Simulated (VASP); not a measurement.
# Mn (Pm-3m) in VASP: a series of runs, part 2 of 2

VASP 6.6.1. The steps go on from the part before.

## Step 3: Single point, PBE, collinear spin, ferromagnetic start

This run uses another cell than the first one, of 13.64 Å³/atom.

INCAR reads:

```
SYSTEM = Mn
ALGO = Normal
EDIFF = 1E-6
ENCUT = 500
GGA = PE
GGA_COMPAT = .FALSE.
ISIF = 2
ISMEAR = 0
ISPIN = 2
LASPH = .TRUE.
LCHARG = .TRUE.
LELF = .TRUE.
LMAXMIX = 4
LORBIT = 11
LREAL = .FALSE.
LVHAR = .TRUE.
LWAVE = .FALSE.
MAGMOM = 4
NBANDS = 16
NELM = 200
PREC = Accurate
SIGMA = 0.1
```

KPOINTS reads:

```
k-points
0
G
  8 8 8
  0 0 0
```

POSCAR reads:

```
Mn
1.0
    2.3890424971      0.0000000000      0.0000000000
    0.0000000000      2.3890424971      0.0000000000
    0.0000000000      0.0000000000      2.3890424971
Mn
1
Direct
    0.0000000000      0.0000000000      0.0000000000
```

Potentials or basis: VASP PAW PBE potentials, release 64 (Mn_pv).

Launch:

```
cat potpaw_PBE.64/Mn_pv/POTCAR > POTCAR
mpirun -np 1 vasp_std > vasp.out
```

OUTCAR:

```text
SYSTEM = Mn
   EDIFF = 1E-6
   ENCUT = 500
   GGA = PE
   ISIF = 2
   ISMEAR = 0
   ISPIN = 2
   LASPH = .TRUE.
   LORBIT = 11
   LREAL = .FALSE.
   NELM = 200
   PREC = Accurate

 ion  position               nearest neighbor table
   1  0.000  0.000  0.000-

  LATTYP: Found a simple cubic cell.
 ALAT       =     2.3890424971

  Lattice vectors:

 A1 = (   2.3890424971,   0.0000000000,   0.0000000000)
 A2 = (   0.0000000000,   2.3890424971,   0.0000000000)
 A3 = (   0.0000000000,   0.0000000000,   2.3890424971)

Analysis of symmetry for initial positions (statically):
=====================================================================
 Subroutine PRICEL returns:
 Original cell was already a primitive cell.

 Routine SETGRP: Setting up the symmetry group for a
 simple cubic supercell.

 Subroutine GETGRP returns: Found 48 space group operations
 (whereof 48 operations were pure point group operations)
 out of a pool of 48 trial point group operations.

The static configuration has the point symmetry O_h .

Analysis of symmetry for dynamics (positions and initial velocities):
=====================================================================
 Subroutine PRICEL returns:
 Original cell was already a primitive cell.

 Routine SETGRP: Setting up the symmetry group for a
 simple cubic supercell.

 Subroutine GETGRP returns: Found 48 space group operations
 (whereof 48 operations were pure point group operations)
 out of a pool of 48 trial point group operations.

The dynamic configuration has the point symmetry O_h .

Analysis of structural, dynamic, and magnetic symmetry:
=====================================================================
 Subroutine PRICEL returns:
 Original cell was already a primitive cell.

 Routine SETGRP: Setting up the symmetry group for a
 simple cubic supercell.
[... 128 lines left out ...]
   GGA     = PE    functional components
   LHFCALC =     F    Hartree Fock is set to
   AEXX    =    0.0000 exact exchange contribution
   IVDW    =     0    specifies the selected vdW correction
   LEPSILON=     F    determine dielectric tensor
   LRPA    =     F    only Hartree local field effects (RPA)
 spin polarized calculation
 Gauss-broadening in eV      SIGMA  =   0.10
  energy-cutoff  :      500.00
  volume of cell :       13.64
 maximum number of plane-waves:       360
 NGX is ok and might be reduce to    18
   NGX =  9   NGY =  9   NGZ =  9

 number of electron      13.0000021 magnetization       1.2845840

 Free energy of the ion-electron system (eV)
  ---------------------------------------------------
  ext. energy  EPLUGINS =         0.00000000
  ---------------------------------------------------
  free energy    TOTEN  =        -7.97984848 eV

  energy without entropy =       -7.96901296  energy(sigma->0) =       -7.97443072

 E-fermi :   7.6898     XC(G=0): -12.5046

 val. band max:        7.6786071036   @ k =   0.3750   0.2500   0.1250
 cond. band min:       7.6921495189   @ k =   0.2500   0.1250   0.0000
 fundamental gap:      0.0135424153
 Fermi energy:         7.6897979072

 spin component 1

 k-point     1 :       0.0000    0.0000    0.0000
  band No.  band energies     occupation
      1     -40.5740      1.00000
      2     -40.5740      1.00000
      3     -40.5740      1.00000
      4       0.3259      1.00000
      5       4.4075      1.00000
      6       4.4075      1.00000
[... 435 lines left out ...]
      5       5.8630      1.00000
      6       6.6197      1.00000
[... 8 lines left out ...]
     15      36.0307      0.00000
     16      38.5220      0.00000

 [... further k-points ...]

 spin component 2

 k-point     1 :       0.0000    0.0000    0.0000
  band No.  band energies     occupation
      1     -39.1512      1.00000
      2     -39.1512      1.00000
      3     -39.1512      1.00000
      4       0.5022      1.00000
      5       5.1280      1.00000
      6       5.1280      1.00000
[... 435 lines left out ...]
      5       6.6168      1.00000
      6       8.0383      0.00000
[... 8 lines left out ...]
     15      36.1628      0.00000
     16      40.5357      0.00000

 [... further k-points ...]
[... 5 lines left out ...]
  --------------------------------------------------------------------------------------
  -------------------------------------------------------------------------------------
  Total       -1.1762762     -1.1762762     -1.1762762     -0.0000000     -0.0000000      0.0000000
  in kB     -138.2127984   -138.2127984   -138.2127984     -0.0000000     -0.0000000      0.0000000
  external PRESSURE =    -138.2127984 kB  Pullay stress =       0.0000000 kB

 VOLUME and BASIS-vectors are now :
 -----------------------------------------------------------------------------
  energy-cutoff  :      500.00
  volume of cell :       13.64
      direct lattice vectors                 reciprocal lattice vectors
     2.389042497  0.000000000  0.000000000     0.418577736  0.000000000  0.000000000
     0.000000000  2.389042497  0.000000000     0.000000000  0.418577736  0.000000000
     0.000000000  0.000000000  2.389042497     0.000000000  0.000000000  0.418577736

 POSITION                                       TOTAL-FORCE (eV/Angst)
 -----------------------------------------------------------------------------------
      0.00000      0.00000      0.00000         0.000000      0.000000      0.000000
 -----------------------------------------------------------------------------------
    total drift:                                0.000000      0.000000      0.000000

  FREE ENERGIE OF THE ION-ELECTRON SYSTEM (eV)
  ---------------------------------------------------
  free  energy   TOTEN  =        -7.9798484849 eV

  energy  without entropy=       -7.9690129577  energy(sigma->0) =       -7.97443072

 total charge

# of ion       s       p       d       tot
------------------------------------------
    1        0.389   6.250   5.151  11.790

 magnetization (x)

# of ion       s       p       d       tot
------------------------------------------
    1       -0.003  -0.010   1.296   1.283
```

Wall time 6.9 s (1 thread of Intel Xeon 6975P-C (Granite Rapids), shared host); peak memory 0.12 GiB.

Results:

* Free energy: -7.9798 eV
* Pressure: -13.8 GPa
* Net moment: 1.28 μB per cell
* Site moments: Mn +1.28 μB
* Valence electrons inside the program's atomic spheres: Mn 11.79

Caveat: the cell stands under tension.
